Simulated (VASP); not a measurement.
# BaS (Pm-3m) in VASP: settings compared, part 2 of 2

VASP 6.6.1. The steps go on from the part before.

### Step 3. Single point, HSE06

POSCAR

```
BaS
1.0
    3.8337582644      0.0000000000      0.0000000000
    0.0000000000      3.8337582644      0.0000000000
    0.0000000000      0.0000000000      3.8337582644
Ba S
1 1
Direct
    0.0000000000      0.0000000000      0.0000000000
    0.5000000000      0.5000000000      0.5000000000
```

INCAR.step1

```
ALGO = Normal ; EDIFF = 1E-5
ENCUT = 520 ; GGA = PE
ISIF = 2 ; ISMEAR = 0
LASPH = T ; LCHARG = F
LREAL = F ; LWAVE = T
NBANDS = 15 ; NELM = 60
PREC = Accurate ; SIGMA = 0.01
```

INCAR.step2

```
ALGO = Normal ; EDIFF = 1E-7
ENCUT = 520 ; GGA = PE
HFSCREEN = 0.2079 ; ISIF = 2
ISMEAR = 0 ; ISTART = 1
LASPH = T ; LCHARG = F
LHFCALC = T ; LREAL = F
LWAVE = F ; NBANDS = 15
NELM = 60 ; PREC = Accurate
PRECFOCK = Normal ; SIGMA = 0.01
```

KPOINTS

```
k-points
0
Gamma
  4 4 4
```

Potentials or basis: VASP PAW PBE potentials, release 64 (Ba_sv, S).

The run is started by

```bash
$ cat potpaw_PBE.64/Ba_sv/POTCAR potpaw_PBE.64/S/POTCAR > POTCAR
$ cp INCAR.step1 INCAR
$ mpirun -np 1 vasp_std > vasp.out
$ cp INCAR.step2 INCAR
$ mpirun -np 1 vasp_std > vasp.out
```

OUTCAR:

```text
EDIFF = 1E-7
   ENCUT = 520
   GGA = PE
   HFSCREEN = 0.2079
   ISIF = 2
   ISMEAR = 0
   ISTART = 1
   LASPH = T
   LHFCALC = T
   LREAL = F
   NELM = 60
   PREC = Accurate
   PRECFOCK = Normal

 ion  position               nearest neighbor table
   1  0.000  0.000  0.000-   2 3.32   2 3.32   2 3.32   2 3.32   2 3.32   2 3.32   2 3.32   2 3.32

   2  0.500  0.500  0.500-   1 3.32   1 3.32   1 3.32   1 3.32   1 3.32   1 3.32   1 3.32   1 3.32

  LATTYP: Found a simple cubic cell.
 ALAT       =     3.8337582644

  Lattice vectors:

 A1 = (   3.8337582644,   0.0000000000,   0.0000000000)
 A2 = (   0.0000000000,   3.8337582644,   0.0000000000)
 A3 = (   0.0000000000,   0.0000000000,   3.8337582644)

Analysis of symmetry for initial positions (statically):
=====================================================================
 Subroutine PRICEL returns:
 Original cell was already a primitive cell.

 Routine SETGRP: Setting up the symmetry group for a
 simple cubic supercell.

 Subroutine GETGRP returns: Found 48 space group operations
 (whereof 48 operations were pure point group operations)
 out of a pool of 48 trial point group operations.

The static configuration has the point symmetry O_h .

Analysis of symmetry for dynamics (positions and initial velocities):
=====================================================================
 Subroutine PRICEL returns:
 Original cell was already a primitive cell.

 Routine SETGRP: Setting up the symmetry group for a
 simple cubic supercell.

 Subroutine GETGRP returns: Found 48 space group operations
 (whereof 48 operations were pure point group operations)
 out of a pool of 48 trial point group operations.

The dynamic configuration has the point symmetry O_h .

 Subroutine INISYM returns: Found 48 space group operations
 (whereof 48 operations are pure point group operations),
[... 115 lines left out ...]
   HFSCREENC=   0.2079 screening length for correlation (either q_TF or 0.3 A-1)
   ENCUTFOCK=  -1.0 apply spherical cutoff to Coloumb kernel
   IVDW    =     0    specifies the selected vdW correction
   LEPSILON=     F    determine dielectric tensor
   LRPA    =     F    only Hartree local field effects (RPA)
 non-spin polarized calculation
 Gauss-broadening in eV      SIGMA  =   0.01
  energy-cutoff  :      520.00
  volume of cell :       56.35
 maximum number of plane-waves:      1568
 NGX is ok and might be reduce to    30
  NGX = 24; NGY = 24; NGZ = 24

 number of electron      15.9999997 magnetization

 Free energy of the ion-electron system (eV)
  ---------------------------------------------------
  ext. energy  EPLUGINS =         0.00000000
  ---------------------------------------------------
  free energy    TOTEN  =       -11.09751030 eV

  energy without entropy =      -11.09751030  energy(sigma->0) =      -11.09751030

 E-fermi :   2.5587     XC(G=0):  -7.8223

 val. band max:        2.4413183093   @ k =   0.5000   0.5000   0.0000
 cond. band min:       4.7776552941   @ k =   0.0000   0.0000   0.0000
 fundamental gap:      2.3363369848
 Fermi energy:         2.5587320682

 k-point     1 :       0.0000    0.0000    0.0000
  band No.  band energies     occupation
      1     -26.5479      2.00000
      2     -10.2699      2.00000
      3     -10.2699      2.00000
      4     -10.2699      2.00000
      5      -9.7773      2.00000
      6       2.3141      2.00000
      7       2.3141      2.00000
      8       2.3141      2.00000
      9       4.7777      0.00000
     10       4.7777      0.00000
     11       7.3099      0.00000
     12      10.1763      0.00000
     13      10.1763      0.00000
     14      10.1763      0.00000
[... 149 lines left out ...]
      2     -10.9177      2.00000
      3     -10.9177      2.00000
      4     -10.9177      2.00000
      5      -8.8834      2.00000
      6      -0.5775      2.00000
      7      -0.5775      2.00000
      8      -0.5775      2.00000
      9      11.0715      0.00000
     10      11.0715      0.00000
     11      11.0715      0.00000
     12      11.3059      0.00000
     13      11.3059      0.00000
     14      11.3059      0.00000
     15      12.9085      0.00000

------------------------ aborting loop because EDIFF is reached ----------------------------------------

  FORCE on cell =-STRESS in cart. coord.  units (eV):
  Direction    XX          YY          ZZ          XY          YZ          ZX
  --------------------------------------------------------------------------------------
  -------------------------------------------------------------------------------------
  Total        0.1651057      0.1651057      0.1651057      0.0000000      0.0000000     -0.0000000
  in kB        4.6945974      4.6945974      4.6945974      0.0000000      0.0000000     -0.0000000
  external PRESSURE =       4.6945974 kB  Pullay stress =       0.0000000 kB

 VOLUME and BASIS-vectors are now :
 -----------------------------------------------------------------------------
  energy-cutoff  :      520.00
  volume of cell :       56.35
      direct lattice vectors                 reciprocal lattice vectors
     3.833758264  0.000000000  0.000000000     0.260840651  0.000000000  0.000000000
     0.000000000  3.833758264  0.000000000     0.000000000  0.260840651  0.000000000
     0.000000000  0.000000000  3.833758264     0.000000000  0.000000000  0.260840651

 POSITION                                       TOTAL-FORCE (eV/Angst)
 -----------------------------------------------------------------------------------
      0.00000      0.00000      0.00000         0.000000      0.000000      0.000000
      1.91688      1.91688      1.91688         0.000000      0.000000      0.000000
 -----------------------------------------------------------------------------------
    total drift:                               -0.000000     -0.000000     -0.000000

  FREE ENERGIE OF THE ION-ELECTRON SYSTEM (eV)
  ---------------------------------------------------
  free  energy   TOTEN  =       -11.0975103016 eV

  energy  without entropy=      -11.0975103016  energy(sigma->0) =      -11.09751030
```

OUTCAR.step1:

```text
EDIFF = 1E-5
   ENCUT = 520
   GGA = PE
   ISIF = 2
   ISMEAR = 0
[... 386 lines left out ...]
 -----------------------------------------------------------------------------------
      0.00000      0.00000      0.00000         0.000000      0.000000      0.000000
      1.91688      1.91688      1.91688         0.000000      0.000000      0.000000
 -----------------------------------------------------------------------------------
    total drift:                                0.000000     -0.000000     -0.000000

  FREE ENERGIE OF THE ION-ELECTRON SYSTEM (eV)
  ---------------------------------------------------
  free  energy   TOTEN  =        -9.7308382211 eV

  energy  without entropy=       -9.7308382211  energy(sigma->0) =       -9.73083822
```

OSZICAR.step1:

```text
N       E                     dE             d eps       ncg     rms          rms(c)
DAV:   1     0.777739935808E+02    0.77774E+02   -0.71950E+03   300   0.950E+02
DAV:   2    -0.598606201547E+01   -0.83760E+02   -0.75737E+02   427   0.171E+02
DAV:   3    -0.100996851736E+02   -0.41136E+01   -0.40759E+01   413   0.385E+01
DAV:   4    -0.101683641758E+02   -0.68679E-01   -0.68673E-01   358   0.531E+00
DAV:   5    -0.101702916065E+02   -0.19274E-02   -0.19274E-02   429   0.679E-01    0.484E+00
DAV:   6    -0.974297390542E+01    0.42732E+00   -0.46018E-01   335   0.471E+00    0.345E+00
DAV:   7    -0.972648765780E+01    0.16486E-01   -0.17789E-01   377   0.262E+00    0.177E+00
DAV:   8    -0.973157363124E+01   -0.50860E-02   -0.38750E-02   342   0.120E+00    0.240E-01
DAV:   9    -0.973051923938E+01    0.10544E-02   -0.42007E-03   377   0.431E-01    0.946E-02
DAV:  10    -0.973077799531E+01   -0.25876E-03   -0.63502E-04   315   0.187E-01    0.294E-02
DAV:  11    -0.973083716344E+01   -0.59168E-04   -0.10156E-04   363   0.814E-02    0.281E-02
DAV:  12    -0.973083822111E+01   -0.10577E-05   -0.58629E-06   283   0.171E-02
   1 F= -.97308382E+01 E0= -.97308382E+01  d E =-.113818E-18
```

Wall time 3.1 min (1 thread of Intel Xeon 6975P-C (Granite Rapids), shared host); peak memory 0.27 GiB.

Results:

```yaml
Free_energy: -11.0975 eV
Pressure: 0.5 GPa
Band_gap_on_the_k_mesh: 2.34 eV, indirect (least direct gap 2.46 eV)
```

Caveat: the PAW data sets were made with another functional, which shifts forces and pressure a little; spin-orbit coupling is left out, which moves the levels of the heavy elements.
